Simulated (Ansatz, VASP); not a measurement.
**One calculation of AlNi, two programs**

The input INCAR:

```
PREC     = Accurate       # precision mode
ENCUT    = 520            # plane-wave cutoff, eV
EDIFF    = 1E-6           # SCF threshold, eV
ISMEAR   = -1             # smearing method
SIGMA    = 0.08           # smearing width, eV
LREAL    = False          # projectors in reciprocal space
LASPH    = True           # aspherical terms in the spheres
NELM     = 80             # most SCF steps
ALGO     = Normal         # electronic algorithm
ISIF     = 2              # what is computed and relaxed
LWAVE    = False          # write WAVECAR
LCHARG   = False          # write CHGCAR
GGA      = PE             # functional
NBANDS   = 14             # bands
```

The input KPOINTS:

```
regular mesh
0
Gamma
  15 15 13
```

Contents of POSCAR:

```
AlNi
1.0
    2.5332298721      0.0000000000      0.0000000000
   -1.2666149360      2.1938414229      0.0000000000
    0.0000000000      0.0000000000      3.6241874412
Ni Al
1 1
Direct
    0.0000000000      0.0000000000      0.0000000000
    0.3333333333      0.6666666667      0.5000000000
```

Input for Ansatz:

```yaml
crystal:
  lattice:
    - [2.5332298721, 0.0, 0.0]
    - [-1.266614936, 2.1938414229, 0.0]
    - [0.0, 0.0, 3.6241874412]
  atoms:
    - { symbol: Ni, position: [0.0, 0.0, 0.0] }
    - { symbol: Al, position: [0.3333333333, 0.6666666667, 0.5] }
kpoints:
  mp_grid: { grid: [15, 15, 13] }
scf:
  occupations: { method: fermi_dirac, width: 0.08 }
hamiltonian:
  xc: pbe
  pseudopotentials: { kind: all_electron, lapw: { basis_error: 0.001 } }
output:
  forces: true
  stress: true
  eigenvalues: true
  populations: true
```

Change from the starting cell: volume scaled by 0.8, LAPW.

Alike in both runs: task single point; functional PBE; k mesh 15 × 15 × 13; occupations fermi-dirac, width 0.08 eV; no spin polarisation.

|  | VASP | Ansatz |
| --- | --- | --- |
| version | VASP 6.6.1 | Ansatz 0.2.0 |
| potentials or method | VASP PAW PBE potentials, release 64 (Ni, Al), cutoff 520 eV | all-electron LAPW, scalar-relativistic |

```tsv
	VASP	Ansatz	Ansatz less VASP
pressure (GPa)	51.6	51.5	-0.05
traceless stress, the component that is largest in VASP (GPa)	-0.13	-0.02	+0.107
```

Both programs put the cell under a high pressure, so it lies far from rest at this level. Ansatz ran all-electron here, and VASP with PAW potentials.
